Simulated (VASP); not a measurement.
Wanted: the native input for a VASP 6.6.1 run.

```yaml
Task: single point
Functional: LDA
Potentials_or_basis: VASP PAW LDA potentials, release 64 (Zr_sv)
Cutoff: 520 eV
k_mesh: 10 × 10 × 16
Occupations: gaussian, width 0.05 eV
Spin: no spin polarisation
Dipole_correction: no
Further_INCAR_settings: ALGO = Fast; EDIFF = 1e-06; NBANDS = 25
```

The structure of Zr lies in POSCAR:

```
Zr
1.0
    4.8660790835      0.0000000000      0.0000000000
   -2.4330395417      4.2141481032      0.0000000000
    0.0000000000      0.0000000000      3.0463025912
Zr
3
Direct
    0.0000000000      0.0000000000      0.0000000000
    0.3333333333      0.6666666667      0.5000000000
    0.6666666667      0.3333333333      0.5000000000
```

This isn't the form of Zr at room conditions, which is hcp.

These files were run (other wordings do the same):

INCAR

```
PREC = Accurate ; ENCUT = 520
EDIFF = 1E-6 ; ISMEAR = 0
SIGMA = 0.05 ; LREAL = False
LASPH = True ; NELM = 60
ALGO = Fast ; ISIF = 2
LWAVE = False ; LCHARG = False
GGA = CA ; NBANDS = 25
```

KPOINTS

```
regular mesh
0
Gamma
  10 10 16
```

Potentials or basis: VASP PAW LDA potentials, release 64 (Zr_sv).

The run is started by

```console
$ cat potpaw_LDA.64/Zr_sv/POTCAR > POTCAR
$ mpirun -np 1 vasp_std > vasp.out
```

It gave:

```json
{"Pressure": "4.1 GPa", "Band gap on the k mesh": "zero (bands 18 and 19 overlap by 0.73 eV)"}
```

Caveat: the cell stands under pressure.

Wall time 3 min on 1 thread of Intel(R) Xeon(R) Platinum 8259CL CPU @ 2.50GHz (Skylake/Cascade Lake), with other jobs on the host, peak memory 0.25 GiB.
